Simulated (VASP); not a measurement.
# Zn (Fm-3m) in VASP: single point with PBE

Aim: the single point of Zn with PBE.

Program: VASP 6.6.1. These are calculated values, not measurements. Logs are shortened: lines on timing, memory, paths and dates and some standing lists are left out, and cuts for length are marked.

### Step 1. The cell of the first run

The structure is cubic, space group Fm-3m (No. 225). The conventional cell has a = 3.930 Å, b = 3.930 Å, c = 3.930 Å, α = 90.00°, β = 90.00°, γ = 90.00°. Zn (site symmetry m-3m) has 12 Zn at 2.78 Å within 3.7 Å.

### Step 2. Single point, PBE

INCAR

```
  ALGO = Normal
  EDIFF = 1E-6
  ENCUT = 500
  GGA = PE
  GGA_COMPAT = F
  ISIF = 2
  ISMEAR = 1
  LASPH = T
  LCHARG = F
  LREAL = F
  LWAVE = F
  NBANDS = 12
  NELM = 120
  PREC = Accurate
  SIGMA = 0.1
```

KPOINTS

```
k-points
0
Gamma
  22 22 22
```

POSCAR

```
Zn
1.0
    0.0000000000      1.9647760000      1.9647760000
    1.9647760000      0.0000000000      1.9647760000
    1.9647760000      1.9647760000      0.0000000000
Zn
1
Direct
    0.0000000000      0.0000000000      0.0000000000
```

Potentials or basis: VASP PAW PBE potentials, release 64 (Zn).

On the command line:

```console
$ cat potpaw_PBE.64/Zn/POTCAR > POTCAR
$ mpirun -np 1 vasp_std > vasp.out
```

OUTCAR:

```text
EDIFF = 1E-6
   ENCUT = 500
   GGA = PE
   ISIF = 2
   ISMEAR = 1
   LASPH = T
   LREAL = F
   NELM = 120
   PREC = Accurate

 ion  position               nearest neighbor table
   1  0.000  0.000  0.000-

  LATTYP: Found a face centered cubic cell.
 ALAT       =     3.9295520000

  Lattice vectors:

 A1 = (   0.0000000000,   1.9647760000,   1.9647760000)
 A2 = (   1.9647760000,   0.0000000000,   1.9647760000)
 A3 = (   1.9647760000,   1.9647760000,   0.0000000000)

Analysis of symmetry for initial positions (statically):
=====================================================================
 Subroutine PRICEL returns:
 Original cell was already a primitive cell.

 Routine SETGRP: Setting up the symmetry group for a
 face centered cubic supercell.

 Subroutine GETGRP returns: Found 48 space group operations
 (whereof 48 operations were pure point group operations)
 out of a pool of 48 trial point group operations.

The static configuration has the point symmetry O_h .

Analysis of symmetry for dynamics (positions and initial velocities):
=====================================================================
 Subroutine PRICEL returns:
 Original cell was already a primitive cell.

 Routine SETGRP: Setting up the symmetry group for a
 face centered cubic supercell.

 Subroutine GETGRP returns: Found 48 space group operations
 (whereof 48 operations were pure point group operations)
 out of a pool of 48 trial point group operations.

The dynamic configuration has the point symmetry O_h .

 Subroutine INISYM returns: Found 48 space group operations
 (whereof 48 operations are pure point group operations),
 and found     1 'primitive' translations

----------------------------------------------------------------------------------------

                                     Primitive cell

  volume of cell :      15.1694

  direct lattice vectors                    reciprocal lattice vectors
     0.000000000  1.964776000  1.964776000    -0.254481936  0.254481936  0.254481936
     1.964776000  0.000000000  1.964776000     0.254481936 -0.254481936  0.254481936
     1.964776000  1.964776000  0.000000000     0.254481936  0.254481936 -0.254481936

  length of vectors
     2.778612866  2.778612866  2.778612866     0.440775643  0.440775643  0.440775643

  position of ions in fractional coordinates (direct lattice)
     0.000000000  0.000000000  0.000000000

  ion indices of the primitive-cell ions
   primitive index   ion index
                 1           1

----------------------------------------------------------------------------------------
[... 81 lines left out ...]
   NELECT =      12.0000    total number of electrons
   NUPDOWN=      -1.0000    fix difference up-down
   EMIN   =  10.00;   EMAX   =-10.00  energy-range for DOS
   EFERMI =   0.00;   METHOD = LEGACY
   ISMEAR =     1;   SIGMA  =   0.10  broadening in eV -4-tet -1-fermi 0-gaus
   EFERMI_NEDOS =   21; number of points for ismear=-14 and -15
   IALGO  =     38    algorithm
   IMIX   =      4    mixing-type and parameters
     AMIX     =   0.40;   BMIX     =  1.00
     AMIX_MAG =   1.60;   BMIX_MAG =  1.00
  volume/ion in A,a.u.               =      15.17       102.37
  Fermi-wavevector in a.u.,A,eV,Ry     =   1.514069  2.861175 31.190044  2.292404
  Thomas-Fermi vector in A             =   2.623775
   LORBIT       =      0    0 simple, 1 ext, 2 COOP (PROOUT), +10 PAW based schemes
   GGA     = PE    functional components
   LHFCALC =     F    Hartree Fock is set to
   AEXX    =    0.0000 exact exchange contribution
   IVDW    =     0    specifies the selected vdW correction
   LEPSILON=     F    determine dielectric tensor
   LRPA    =     F    only Hartree local field effects (RPA)
 non-spin polarized calculation
 Methfessel and Paxton  Order N= 1 SIGMA  =   0.10
  energy-cutoff  :      500.00
  volume of cell :       15.17
 maximum number of plane-waves:       394
   NGX = 11   NGY = 11   NGZ = 11

 number of electron      11.9999991 magnetization

 Free energy of the ion-electron system (eV)
  ---------------------------------------------------
  ext. energy  EPLUGINS =         0.00000000
  ---------------------------------------------------
  free energy    TOTEN  =        -1.08299535 eV

  energy without entropy =       -1.08305285  energy(sigma->0) =       -1.08301452

 E-fermi :   3.0664     XC(G=0): -11.5772

 val. band max:        3.0530972400   @ k =  -0.4091   0.4091   0.0000
 cond. band min:       3.0680334993   @ k =  -0.4091   0.2727   0.0000
 fundamental gap:      0.0149362593
 Fermi energy:         3.0664205870

 k-point     1 :       0.0000    0.0000    0.0000
  band No.  band energies     occupation
      1      -7.2708      2.00000
      2      -4.5374      2.00000
      3      -4.5374      2.00000
      4      -4.5374      2.00000
      5      -4.1578      2.00000
      6      -4.1578      2.00000
      7      21.3537      0.00000
      8      21.3537      0.00000
      9      21.3537      0.00000
     10      21.9758      0.00000
     11      24.1311      0.00000
     12      24.1311      0.00000
[... 331 lines left out ...]
 k-point    24 :      -0.4545    0.0455    0.0000
  band No.  band energies     occupation
      1      -5.2490      2.00000
      2      -4.5471      2.00000
      3      -4.5295      2.00000
      4      -3.9048      2.00000
      5      -3.8874      2.00000
      6      -0.1508      2.00000
      7       2.2151      2.00000
      8      17.3971      0.00000
      9      18.1988      0.00000
     10      19.9858      0.00000
     11      22.3267      0.00000
     12      23.2440      0.00000

 [... further k-points ...]

------------------------ aborting loop because EDIFF is reached ----------------------------------------

  FORCE on cell =-STRESS in cart. coord.  units (eV):
  Direction    XX          YY          ZZ          XY          YZ          ZX
  --------------------------------------------------------------------------------------
  -------------------------------------------------------------------------------------
  Total        0.0280248      0.0280248      0.0280248      0.0000000      0.0000000     -0.0000000
  in kB        2.9599487      2.9599487      2.9599487      0.0000000      0.0000000     -0.0000000
  external PRESSURE =       2.9599487 kB  Pullay stress =       0.0000000 kB

 VOLUME and BASIS-vectors are now :
 -----------------------------------------------------------------------------
  energy-cutoff  :      500.00
  volume of cell :       15.17
      direct lattice vectors                 reciprocal lattice vectors
     0.000000000  1.964776000  1.964776000    -0.254481936  0.254481936  0.254481936
     1.964776000  0.000000000  1.964776000     0.254481936 -0.254481936  0.254481936
     1.964776000  1.964776000  0.000000000     0.254481936  0.254481936 -0.254481936

 POSITION                                       TOTAL-FORCE (eV/Angst)
 -----------------------------------------------------------------------------------
      0.00000      0.00000      0.00000        -0.000000     -0.000000      0.000000
 -----------------------------------------------------------------------------------
    total drift:                                0.000000      0.000000      0.000000

  FREE ENERGIE OF THE ION-ELECTRON SYSTEM (eV)
  ---------------------------------------------------
  free  energy   TOTEN  =        -1.0829953540 eV

  energy  without entropy=       -1.0830528476  energy(sigma->0) =       -1.08301452
```

stdout:

```text
POSCAR found type information on POSCAR Zn
 POSCAR found :  1 types and       1 ions
 scaLAPACK will be used
 LDA part: xc-table for (Slater+PW92), standard interpolation
 POSCAR, INCAR and KPOINTS ok, starting setup
 FFT: planning ... GRIDC
 FFT: planning ... GRID_SOFT
 FFT: planning ... GRID
 WAVECAR not read
 entering main loop
```

Run time: 50 s. Hardware: 1 thread of Intel Xeon 8259CL, shared host; peak memory 0.16 GiB.

Results:

| Quantity | Value |
| --- | --- |
| Free energy | -1.0830 eV |
| Pressure | 0.3 GPa |
| Band gap on the k mesh | zero (band 6 reaches 4.86 eV, above the bottom of band 7 at 1.70 eV) |
